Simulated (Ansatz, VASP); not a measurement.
## One calculation of Ru, two programs

```
CELL_PARAMETERS angstrom
2.90873 0.00000 0.00000
-1.45437 2.16754 0.00000
0.00000 0.00000 4.28190
ATOMIC_POSITIONS crystal
Ru 0.33333 0.66667 0.25000
Ru 0.66667 0.33333 0.75000
```

Change from the starting cell: strain +0.0750 x Voigt [1, -1, 0, 0, 0, 0], atoms carried along.

Alike in both runs: task single point; functional PBEsol; k mesh 24 × 24 × 12; occupations gaussian, width 0.15 eV; no spin polarisation.

|  | VASP | Ansatz |
| --- | --- | --- |
| version | VASP 6.6.1 | Ansatz 0.2.0 |
| potentials or method | VASP PAW PBE potentials, release 64 (Ru_pv), cutoff 520 eV | scalar-relativistic, plane waves, PAW |
| valence electrons in the cell | 28 | 32 |

```csv
,VASP,Ansatz,Ansatz less VASP
gap on the k mesh at the Fermi level (eV),none,none,-
pressure (GPa),0.3,0.4,+0.06
"traceless stress, the component that is largest in VASP (GPa)",29.00,29.01,+0.012
rms of the force components (eV/Å),0.273,0.271,-0.0015
```

VASP's potentials were made for PBE, not for PBEsol. Atom by atom the forces differ by 0.001 eV/Å (rms over components). A gap of «none» marks a metal or a gap that the smearing closes. VASP's potentials hold 28 valence electrons a cell and Ansatz's 32, so a difference there can come from the potentials and not from the codes.
